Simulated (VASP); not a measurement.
BeS: single point with r2SCAN

Crystal: BeS.

```
CELL_PARAMETERS angstrom
0.00000 2.31730 2.31730
2.31730 0.00000 2.31730
2.31730 2.31730 0.00000
ATOMIC_POSITIONS crystal
Be 0.00000 0.00000 0.00000
S 0.50000 0.50000 0.50000
```

- Program: VASP 6.6.1
- Task: single point
- Functional: r2SCAN
- Potentials or basis: VASP PAW PBE potentials, release 64 (Be, S)
- Cutoff: 520 eV
- k mesh: 6 × 6 × 6
- Occupations: gaussian, width 0.01 eV
- Spin: no spin polarisation

| Property | Result |
| --- | --- |
| Pressure | 0.1 GPa |
| Band gap on the k mesh | 1.35 eV, indirect (least direct gap 4.59 eV) |

Levels at points of the mesh, in eV from the valence-band top:
```tsv
k point	band 2	band 3	band 4	band 5	band 6	band 7
(0.00, 0.00, 0.00)	-0.26	-0.26	-0.26	6.21	9.39	9.39
(0.50, 0.00, 0.00)	-7.43	-0.53	-0.53	4.48	4.48	4.85
(0.50, 0.50, 0.00)	-6.94	-3.25	-3.25	1.35	4.86	12.98
```

Run time: 14 s on 1 thread of Intel(R) Xeon(R) Platinum 8488C (Sapphire Rapids) (shared host), peak memory 0.13 GiB.

Caveat: the PAW data sets were made with another functional, which shifts forces and pressure a little. r2SCAN opens gaps a little over a GGA but as a rule still falls short of measured ones.
